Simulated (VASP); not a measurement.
Write the native input for VASP 6.6.1 that does the following.

| Item | Value |
| --- | --- |
| Task | relaxation of cell and atoms |
| Functional | PBEsol |
| Potentials or basis | VASP PAW PBE potentials, release 64 (Hg) |
| Cutoff | 600 eV |
| k mesh | 18 × 18 × 10 |
| Occupations | gaussian, width 0.1 eV |
| Spin | no spin polarisation |
| Target pressure | 90 GPa |
| Dipole correction | no |
| Further INCAR settings | ALGO = Fast; EDIFF = 1e-07; IBRION = 2; EDIFFG = -0.008; NSW = 70; ISIF = 3 |

The structure of Hg lies in POSCAR:

```
Hg
1.0
    2.7236303175      0.0000000000      0.0000000000
   -1.3618151588      2.3587330455      0.0000000000
    0.0000000000      0.0000000000      4.6586586063
Hg
2
Direct
    0.6666666667      0.3333333333      0.7500000000
    0.3333333333      0.6666666667      0.2500000000
```

These files were run (other wordings do the same):

INCAR

```
SYSTEM = Hg
PREC = Accurate
ENCUT = 600
EDIFF = 1E-7
ISMEAR = 0
SIGMA = 0.1
LREAL = .FALSE.
LASPH = .TRUE.
NELM = 60
ALGO = Fast
ISIF = 3
LWAVE = .FALSE.
LCHARG = .FALSE.
GGA = PS
IBRION = 2
NSW = 70
EDIFFG = -0.008
PSTRESS = 900.0
```

KPOINTS

```
regular mesh
0
G
  18 18 10
  0 0 0
```

Potentials or basis: VASP PAW PBE potentials, release 64 (Hg).

Launch:

```bash
$ cat potpaw_PBE.64/Hg/POTCAR > POTCAR
$ mpirun -np 1 vasp_std > vasp.out
```

It gave:

| Quantity | Value |
| --- | --- |
| Relaxed volume | 14.77 Å³/atom |
| Relaxed cell | a = 2.727 Å, b = 2.727 Å, c = 4.585 Å, α = 90.00°, β = 90.00°, γ = 120.00° |
| Space group after relaxing (to 0.1 Å) | P6_3/mmc (No. 194) |
| Energy change on relaxing (the run minimises the enthalpy) | +106.0 meV/atom |
| Ionic steps | 6 |
| Pressure after relaxing | 90.0 GPa |
| Band gap on the k mesh | zero (bands 12 and 13 overlap by 2.15 eV) |

Caveat: the cell is relaxed towards a set pressure, so the run minimises the enthalpy, not the energy; the PAW data sets were made with another functional, which shifts forces and pressure a little; spin-orbit coupling is left out, which moves the levels of the heavy elements.

Wall time 4 min on 1 thread of AMD EPYC 9R45 (Zen 5) (shared host), peak memory 0.22 GiB.
